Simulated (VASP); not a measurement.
Cu:

```
CELL_PARAMETERS angstrom
-1.44279 1.44279 1.37608
1.44279 -1.44279 1.37608
1.44279 1.44279 -1.37608
ATOMIC_POSITIONS crystal
Cu 0.00000 0.00000 0.00000
```

| Property | Result |
| --- | --- |
| Program | VASP 6.6.1 |
| Task | relaxation of cell and atoms |
| Functional | LDA |
| Potentials or basis | VASP PAW LDA potentials, release 64 (Cu) |
| Cutoff | 600 eV |
| k mesh | 16 × 16 × 16 |
| Occupations | fermi-dirac, width 0.1 eV |
| Spin | no spin polarisation |

At the start: pressure -6.9 GPa; volume 11.46 Å³/atom.

Question: Where does the relaxation end?

Answer: Over 3 steps the energy falls by 10.6 meV/atom and the volume is 10.99 Å³/atom (-4.1 %); space group I4/mmm (No. 139, to 0.1 Å) before and after.

The path:
```csv
step,energy change (eV),largest force (eV/Å),pressure (GPa),volume (Å³)
1,0.0000,0.0000,-6.88,11.46
2,-0.0049,0.0000,5.86,10.66
3,-0.0106,0.0000,-0.01,10.99
```

Final structure:
```yaml
crystal:
  lattice:
    - [-1.42296, 1.42296, 1.35645]
    - [1.42296, -1.42296, 1.35645]
    - [1.42296, 1.42296, -1.35645]
  atoms:
    - { symbol: Cu, position: [0.00000, 0.00000, 0.00000] }
```
